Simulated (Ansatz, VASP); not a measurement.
## Cu: VASP beside Ansatz

Contents of INCAR:

```
SYSTEM = Cu
PREC = Accurate ; ENCUT = 520
EDIFF = 1E-6 ; ISMEAR = -1
SIGMA = 0.05 ; LREAL = .False.
LASPH = .True. ; NELM = 60
ALGO = Normal ; ISIF = 2
LWAVE = .False. ; LCHARG = .False.
GGA = PS ; NBANDS = 12
```

Contents of KPOINTS:

```
regular mesh
0
Gamma
  13 13 13
  0 0 0
```

File POSCAR:

```
Cu
1.0
    0.0000000000      1.8312856224      1.8312856224
    1.8312856224      0.0000000000      1.8312856224
    1.8312856224      1.8312856224      0.0000000000
Cu
1
Direct
    0.0000000000      0.0000000000      0.0000000000
```

Contents of input.yaml:

```yaml
crystal:
  lattice:
    - [0.0, 1.8312856224, 1.8312856224]
    - [1.8312856224, 0.0, 1.8312856224]
    - [1.8312856224, 1.8312856224, 0.0]
  atoms:
    - { symbol: Cu, position: [0.0, 0.0, 0.0] }
kpoints:
  mp_grid: { grid: [13, 13, 13] }
scf:
  occupations: { method: fermi_dirac, width: 0.05 }
hamiltonian:
  xc: pbesol
  pseudopotentials: { kind: all_electron, lapw: { basis_error: 0.0005 } }
output:
  forces: true
  stress: true
  eigenvalues: true
```

Change from the starting cell: volume scaled by 1.04.

Alike in both runs: task single point; functional PBEsol; k mesh 13 × 13 × 13; occupations fermi-dirac, width 0.05 eV; no spin polarisation.

```csv
,VASP,Ansatz
version,VASP 6.6.1,Ansatz 0.2.0
potentials or method,"VASP PAW PBE potentials, release 64 (Cu), cutoff 520 eV","all-electron LAPW, scalar-relativistic"
```

```csv
,VASP,Ansatz,Ansatz less VASP
gap on the k mesh at the Fermi level (eV),none,none,-
pressure (GPa),-10.7,-11.4,-0.67
```

VASP's potentials were made for PBE, not for PBEsol. A gap of «none» marks a metal or a gap that the smearing closes. Ansatz ran all-electron here, and VASP with PAW potentials.
